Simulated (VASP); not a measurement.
# SnPdS4 (Cmmm) in VASP: single point with PBE

Aim: the single point of SnPdS4 with PBE.

Everything below comes from runs of VASP 6.6.1. Logs are shortened: lines on timing, memory, paths and dates and some standing lists are left out, and cuts for length are marked.

## 1. The cell of the first run

Symmetry: Cmmm, No. 65, orthorhombic system. Conventional cell: a = 8.182 Å, b = 8.211 Å, c = 3.846 Å, α = 90.00°, β = 90.00°, γ = 90.00°. Sn (site symmetry mmm) has 6 S at 2.54 to 2.65 Å within 3.4 Å. Pd (site symmetry mmm) has 6 S at 2.40 to 2.45 Å within 3.2 Å. Within 3.5 Å of S (site symmetry m2m) lie 1 Pd at 2.45 Å and 2 Sn at 2.54 Å and 5 S at 3.32 to 3.43 Å. Within 3.2 Å of S (site symmetry 2mm) lie 2 Pd at 2.40 Å and 1 Sn at 2.65 Å and 1 S at 2.88 Å.

The cell was generated, and may not be a known phase.

## 2. Single point, PBE, collinear spin

INCAR reads:

```
PREC = Accurate ; ENCUT = 520
EDIFF = 1E-7 ; ISMEAR = 0
SIGMA = 0.1 ; LREAL = False
LASPH = True ; NELM = 150
ALGO = Normal ; ISIF = 2
LWAVE = False ; LCHARG = False
ISPIN = 2 ; MAGMOM = 0 1 0 0 0 0
LORBIT = 11 ; LMAXMIX = 4
GGA = PE ; NBANDS = 37
```

KPOINTS reads:

```
regular mesh
0
Gamma
  4 4 4
```

POSCAR reads:

```
SnPdS4
1.0
    4.1052983773     -4.0908332166      0.0000000000
    4.1052983773      4.0908332166      0.0000000000
    0.0000000000      0.0000000000      3.8460318544
Sn Pd S
1 1 4
Direct
    0.0000000000      0.0000000000      0.0000000000
    0.5000000000      0.5000000000      0.5000000000
    0.2019518897      0.2019518897      0.5000000000
    0.6762051254      0.3237948746      0.0000000000
    0.3237948746      0.6762051254      0.0000000000
    0.7980481103      0.7980481103      0.5000000000
```

Potentials or basis: VASP PAW PBE potentials, release 64 (Sn_d, Pd, S).

Command:

```bash
cat potpaw_PBE.64/Sn_d/POTCAR potpaw_PBE.64/Pd/POTCAR potpaw_PBE.64/S/POTCAR > POTCAR
mpirun -np 1 vasp_std > vasp.out
```

OUTCAR:

```text
PREC = Accurate
   ENCUT = 520
   EDIFF = 1E-7
   ISMEAR = 0
   LREAL = False
   LASPH = True
   NELM = 150
   ISIF = 2
   ISPIN = 2
   LORBIT = 11
   GGA = PE

 ion  position               nearest neighbor table
   1  0.000  0.000  0.000-   3 2.54   6 2.54   3 2.54   6 2.54   5 2.65   4 2.65
   2  0.500  0.500  0.500-   4 2.40   5 2.40   4 2.40   5 2.40   3 2.45   6 2.45
   3  0.202  0.202  0.500-   2 2.45   1 2.54   1 2.54
   4  0.676  0.324  0.000-   2 2.40   2 2.40   1 2.65
   5  0.324  0.676  0.000-   2 2.40   2 2.40   1 2.65
   6  0.798  0.798  0.500-   2 2.45   1 2.54   1 2.54

  LATTYP: Found a base centered orthorhombic cell.
 ALAT       =     8.1816664332
 B/A-ratio  =     1.0035359938
 C/A-ratio  =     0.4700792786

  Lattice vectors:

 A1 = (  -4.1052983773,  -4.0908332166,   0.0000000000)
 A2 = (   4.1052983773,  -4.0908332166,   0.0000000000)
 A3 = (   0.0000000000,   0.0000000000,   3.8460318544)

Analysis of symmetry for initial positions (statically):
=====================================================================
 Subroutine PRICEL returns:
 Original cell was already a primitive cell.

 Routine SETGRP: Setting up the symmetry group for a
 base centered orthorhombic supercell.

 Subroutine GETGRP returns: Found  8 space group operations
 (whereof  8 operations were pure point group operations)
 out of a pool of  8 trial point group operations.

The static configuration has the point symmetry D_2h.

Analysis of symmetry for dynamics (positions and initial velocities):
=====================================================================
 Subroutine PRICEL returns:
 Original cell was already a primitive cell.

 Routine SETGRP: Setting up the symmetry group for a
 base centered orthorhombic supercell.

 Subroutine GETGRP returns: Found  8 space group operations
 (whereof  8 operations were pure point group operations)
 out of a pool of  8 trial point group operations.

The dynamic configuration has the point symmetry D_2h.

Analysis of structural, dynamic, and magnetic symmetry:
=====================================================================
 Subroutine PRICEL returns:
 Original cell was already a primitive cell.

 Routine SETGRP: Setting up the symmetry group for a
 base centered orthorhombic supercell.

 Subroutine GETGRP returns: Found  8 space group operations
 (whereof  8 operations were pure point group operations)
 out of a pool of  8 trial point group operations.

The overall configuration has the point symmetry D_2h.

 Subroutine INISYM returns: Found  8 space group operations
 (whereof  8 operations are pure point group operations),
 and found     1 'primitive' translations

----------------------------------------------------------------------------------------

                                     Primitive cell

  volume of cell :     129.1812

  direct lattice vectors                    reciprocal lattice vectors
     4.105298377 -4.090833217  0.000000000     0.121793827 -0.122224489  0.000000000
     4.105298377  4.090833217  0.000000000     0.121793827  0.122224489  0.000000000
     0.000000000  0.000000000  3.846031854     0.000000000  0.000000000  0.260008247

  length of vectors
     5.795549255  5.795549255  3.846031854     0.172547275  0.172547275  0.260008247

  position of ions in fractional coordinates (direct lattice)
     0.000000000  0.000000000  0.000000000
     0.500000000  0.500000000  0.500000000
     0.201951890  0.201951890  0.500000000
     0.676205125  0.323794875  0.000000000
     0.323794875  0.676205125  0.000000000
     0.798048110  0.798048110  0.500000000

  ion indices of the primitive-cell ions
   primitive index   ion index
                 1           1
                 2           2
                 3           3
                 4           4
                 5           5
                 6           6

----------------------------------------------------------------------------------------

 KPOINTS: regular mesh

Automatic generation of k-mesh.
 Grid dimensions read from file:
 generate k-points for:    4    4    4

 Generating k-lattice:

  Cartesian coordinates                     Fractional coordinates (reciprocal lattice)
     0.030448457 -0.030556122  0.000000000     0.250000000  0.000000000  0.000000000
     0.030448457  0.030556122  0.000000000     0.000000000  0.250000000  0.000000000
     0.000000000  0.000000000  0.065002062     0.000000000  0.000000000  0.250000000

  Length of vectors
     0.043136819  0.043136819  0.065002062

  Shift w.r.t. Gamma in fractional coordinates (k-lattice)
     0.000000000  0.000000000  0.000000000

 Subroutine IBZKPT returns following result:
 ===========================================

 Found     21 irreducible k-points:

 Following reciprocal coordinates:
            Coordinates               Weight
  0.000000  0.000000  0.000000      1.000000
  0.250000  0.000000  0.000000      4.000000
  0.500000  0.000000  0.000000      2.000000
  0.250000  0.250000  0.000000      2.000000
  0.500000  0.250000  0.000000      4.000000
 -0.250000  0.250000  0.000000      2.000000
[... 13 lines left out ...]
 -0.250000  0.250000  0.500000      2.000000
  0.500000  0.500000  0.500000      1.000000
   k-points           NKPTS =     21   k-points in BZ     NKDIM =     21   number of bands    NBANDS=     37
   number of dos      NEDOS =    301   number of ions     NIONS =      6
   total plane-waves  NPLWV =  69120
   dimension x,y,z NGX =    48 NGY =   48 NGZ =   30
   dimension x,y,z NGXF=    96 NGYF=   96 NGZF=   60
   ions per type =               1   1   4
   NGX,Y,Z   is equivalent  to a cutoff of  13.77, 13.77, 12.97 a.u.
   NGXF,Y,Z  is equivalent  to a cutoff of  27.54, 27.54, 25.94 a.u.
 SYSTEM =  unknown system
   PREC   = accura    normal or accurate (medium, high low for compatibility)
   ISTART =      0    job   : 0-new  1-cont  2-samecut
   ICHARG =      2    charge: 1-file 2-atom 10-const
   ISPIN  =      2    spin polarized calculation?
   LNONCOLLINEAR =      F non collinear calculations
   LSORBIT =      F    spin-orbit coupling
   LASPH  =      T    aspherical Exc in radial PAW
   ENCUT  =  520.0 eV  38.22 Ry    6.18 a.u.  10.78 10.78  7.15*2*pi/ulx,y,z
   NELM   =    150;   NELMIN=  2; NELMDL= -5     # of ELM steps
   EDIFF  = 0.1E-06   stopping-criterion for ELM
   LREAL  =      F    real-space projection
   EDIFFG = 0.1E-05   stopping-criterion for IOM
   NSW    =      0    number of steps for IOM
   IBRION =     -1    ionic relax: 0-MD 1-quasi-New 2-CG
   NFREE  =      0    steps in history (QN), initial steepest desc. (CG)
   ISIF   =      2    stress and relaxation
   ISYM   =      2    0-nonsym 1-usesym 2-fastsym
   POTIM  = 0.5000    time-step for ionic-motion
   TEBEG  =    0.0;   TEEND  =   0.0 temperature during run
   PSTRESS=    0.0 pullay stress
   NELECT =      48.0000    total number of electrons
   NUPDOWN=      -1.0000    fix difference up-down
   EMIN   =  10.00;   EMAX   =-10.00  energy-range for DOS
   EFERMI =   0.00;   METHOD = LEGACY
   ISMEAR =     0;   SIGMA  =   0.10  broadening in eV -4-tet -1-fermi 0-gaus
   EFERMI_NEDOS =   21; number of points for ismear=-14 and -15
   IALGO  =     38    algorithm
   IMIX   =      4    mixing-type and parameters
     AMIX     =   0.40;   BMIX     =  1.00
     AMIX_MAG =   1.60;   BMIX_MAG =  1.00
  volume/ion in A,a.u.               =      21.53       145.29
  Fermi-wavevector in a.u.,A,eV,Ry     =   1.176943  2.224100 18.846722  1.385195
  Thomas-Fermi vector in A             =   2.313298
   LORBIT       =     11    0 simple, 1 ext, 2 COOP (PROOUT), +10 PAW based schemes
   GGA     = PE    functional components
   LHFCALC =     F    Hartree Fock is set to
   AEXX    =    0.0000 exact exchange contribution
   IVDW    =     0    specifies the selected vdW correction
   LEPSILON=     F    determine dielectric tensor
   LRPA    =     F    only Hartree local field effects (RPA)
 spin polarized calculation
 Gauss-broadening in eV      SIGMA  =   0.10
  energy-cutoff  :      520.00
  volume of cell :      129.18
 maximum number of plane-waves:      3498
 NGX is ok and might be reduce to    48
   NGX = 21   NGY = 21   NGZ = 15

 number of electron      47.9999996 magnetization      -0.0003711

 number of electron      47.9999996 magnetization       0.0000128

 Free energy of the ion-electron system (eV)
  ---------------------------------------------------
  ext. energy  EPLUGINS =         0.00000000
  ---------------------------------------------------
  free energy    TOTEN  =       -25.61598198 eV

  energy without entropy =      -25.59774745  energy(sigma->0) =      -25.60686471

 E-fermi :   4.8057     XC(G=0):  -9.8175

 val. band max:        4.8011292438   @ k =  -0.2500   0.2500   0.2500
 cond. band min:       4.8139255803   @ k =  -0.2500   0.2500   0.0000
 fundamental gap:      0.0127963365
 Fermi energy:         4.8056822785

 spin component 1

 k-point     1 :       0.0000    0.0000    0.0000
  band No.  band energies     occupation
      1     -16.7730      1.00000
      2     -16.7115      1.00000
      3     -16.6673      1.00000
      4     -16.6571      1.00000
      5     -16.6470      1.00000
      6      -9.1205      1.00000
[... 28 lines left out ...]
     35      14.7634      0.00000
     36      15.0876      0.00000

 k-point     2 :       0.2500    0.0000    0.0000
  band No.  band energies     occupation
      1     -16.7731      1.00000
      2     -16.7115      1.00000
      3     -16.6673      1.00000
      4     -16.6570      1.00000
      5     -16.6470      1.00000
      6      -8.9524      1.00000
[... 28 lines left out ...]
     35      13.6433      0.00000
     36      14.1171      0.00000
[... 700 lines left out ...]
     35      13.4410      0.00000
     36      13.9480      0.00000

 k-point    21 :       0.5000    0.5000    0.5000
  band No.  band energies     occupation
      1     -16.7686      1.00000
      2     -16.7361      1.00000
      3     -16.6615      1.00000
      4     -16.6545      1.00000
      5     -16.6294      1.00000
      6      -7.7091      1.00000
[... 28 lines left out ...]
     35      14.1409      0.00000
     36      14.9407      0.00000
 Fermi energy:         4.8056822785

 spin component 2

 k-point     1 :       0.0000    0.0000    0.0000
  band No.  band energies     occupation
      1     -16.7730      1.00000
      2     -16.7114      1.00000
      3     -16.6673      1.00000
      4     -16.6571      1.00000
      5     -16.6470      1.00000
      6      -9.1205      1.00000
[... 28 lines left out ...]
     35      14.7634      0.00000
     36      15.0884      0.00000

 k-point     2 :       0.2500    0.0000    0.0000
  band No.  band energies     occupation
      1     -16.7731      1.00000
      2     -16.7114      1.00000
      3     -16.6673      1.00000
      4     -16.6570      1.00000
      5     -16.6470      1.00000
      6      -8.9524      1.00000
[... 28 lines left out ...]
     35      13.6433      0.00000
     36      14.1171      0.00000
[... 700 lines left out ...]
     35      13.4410      0.00000
     36      13.9480      0.00000

 k-point    21 :       0.5000    0.5000    0.5000
  band No.  band energies     occupation
      1     -16.7686      1.00000
      2     -16.7361      1.00000
      3     -16.6614      1.00000
      4     -16.6545      1.00000
      5     -16.6293      1.00000
      6      -7.7091      1.00000
[... 28 lines left out ...]
     35      14.1408      0.00000
     36      14.9406      0.00000
 [bands above 36 left out]

------------------------ aborting loop because EDIFF is reached ----------------------------------------

  FORCE on cell =-STRESS in cart. coord.  units (eV):
  Direction    XX          YY          ZZ          XY          YZ          ZX
  --------------------------------------------------------------------------------------
  -------------------------------------------------------------------------------------
  Total       -0.1746240     -0.1355775      0.1547704     -0.0000000      0.0000000      0.0000000
  in kB       -2.1657836     -1.6815081      1.9195485     -0.0000000      0.0000000      0.0000000
  external PRESSURE =      -0.6425811 kB  Pullay stress =       0.0000000 kB

 VOLUME and BASIS-vectors are now :
 -----------------------------------------------------------------------------
  energy-cutoff  :      520.00
  volume of cell :      129.18
      direct lattice vectors                 reciprocal lattice vectors
     4.105298377 -4.090833217  0.000000000     0.121793827 -0.122224489  0.000000000
     4.105298377  4.090833217  0.000000000     0.121793827  0.122224489  0.000000000
     0.000000000  0.000000000  3.846031854     0.000000000  0.000000000  0.260008247

 POSITION                                       TOTAL-FORCE (eV/Angst)
 -----------------------------------------------------------------------------------
      0.00000      0.00000      0.00000         0.000000      0.000000      0.000000
      4.10530      0.00000      1.92302         0.000000      0.000000      0.000000
      1.65815      0.00000      1.92302         0.004894      0.000000      0.000000
      4.10530     -1.44165      0.00000         0.000000      0.008711      0.000000
      4.10530      1.44165      0.00000         0.000000     -0.008711     -0.000000
      6.55245      0.00000      1.92302        -0.004894      0.000000      0.000000
 -----------------------------------------------------------------------------------
    total drift:                               -0.000000     -0.000000      0.000000

  FREE ENERGIE OF THE ION-ELECTRON SYSTEM (eV)
  ---------------------------------------------------
  free  energy   TOTEN  =       -25.6159819776 eV

  energy  without entropy=      -25.5977474488  energy(sigma->0) =      -25.60686471

 total charge

# of ion       s       p       d       tot
------------------------------------------
    1        1.062   0.985  10.120  12.167
    2        0.471   0.631   8.352   9.454
    3        1.364   2.301   0.000   3.665
    4        1.357   2.277   0.000   3.634
    5        1.357   2.277   0.000   3.634
    6        1.364   2.301   0.000   3.665
--------------------------------------------------
tot          6.975  10.771  18.472  36.219

 magnetization (x)

# of ion       s       p       d       tot
------------------------------------------
    1        0.000   0.000   0.000   0.000
    2       -0.000  -0.000   0.000   0.000
    3        0.000  -0.000   0.000   0.000
    4        0.000   0.000   0.000   0.000
    5        0.000   0.000   0.000   0.000
    6        0.000  -0.000   0.000   0.000
--------------------------------------------------
tot          0.000   0.000   0.000   0.000
```

It took 6.4 min on 1 thread of Intel Xeon 8259CL, shared host; peak memory 0.4 GiB.

Results:

```yaml
Free_energy: -25.6160 eV
Pressure: -0.1 GPa
Largest_force: 0.009 eV/Å
Band_gap_on_the_k_mesh: zero (filled and empty bands overlap)
Net_moment: 0.00 μB per cell
Valence_electrons_inside_the_program's_atomic_spheres: Sn 12.17; Pd 9.45; S 3.67, 3.63 (each value once)
```

Forces in eV/Å, atoms in the order of the input:
```
Sn   0.000  0.000  0.000
Pd   0.000  0.000  0.000
S    0.005  0.000  0.000
S    0.000  0.009  0.000
S    0.000 -0.009  0.000
S   -0.005  0.000  0.000
```

Levels at points of the mesh, in eV from the Fermi level:
Spin up:
```tsv
k point	band 22	band 23	band 24	band 25	band 26	band 27
(0.00, 0.00, 0.00)	-0.24	0.03	0.07	0.49	1.06	1.91
(0.50, 0.00, 0.00)	-0.88	-0.36	-0.20	1.07	1.91	1.92
(0.50, 0.50, 0.00)	-1.06	-0.88	-0.71	0.12	1.79	2.22
(0.00, 0.00, 0.50)	-1.15	-0.87	-0.43	-0.09	-0.07	1.59
(0.50, 0.00, 0.50)	-0.74	-0.72	-0.47	0.81	1.75	3.02
(0.50, 0.50, 0.50)	-0.47	-0.33	-0.18	0.07	0.30	1.21
```
Spin down:
| k point | band 20 | band 21 | band 22 | band 23 | band 24 | band 25 | band 26 | band 27 | band 28 | band 29 |
| --- | --- | --- | --- | --- | --- | --- | --- | --- | --- | --- |
| (0.00, 0.00, 0.00) | -1.28 | -0.82 | -0.24 | 0.03 | 0.07 | 0.49 | 1.06 | 1.91 | 3.41 | 4.79 |
| (0.50, 0.00, 0.00) | -1.50 | -1.14 | -0.88 | -0.36 | -0.20 | 1.07 | 1.91 | 1.92 | 3.82 | 5.05 |
| (0.50, 0.50, 0.00) | -1.91 | -1.45 | -1.06 | -0.88 | -0.71 | 0.12 | 1.79 | 2.22 | 4.36 | 5.71 |
| (0.00, 0.00, 0.50) | -1.79 | -1.39 | -1.15 | -0.87 | -0.43 | -0.09 | -0.07 | 1.59 | 6.08 | 6.19 |
| (0.50, 0.00, 0.50) | -2.83 | -1.02 | -0.74 | -0.72 | -0.47 | 0.81 | 1.75 | 3.02 | 4.08 | 5.78 |
| (0.50, 0.50, 0.50) | -1.68 | -0.51 | -0.47 | -0.33 | -0.18 | 0.07 | 0.30 | 1.21 | 4.96 | 5.54 |

Caveat: the k points lie up to 0.41 Å⁻¹ apart; spin-orbit coupling is left out, which moves the levels of the heavy elements.
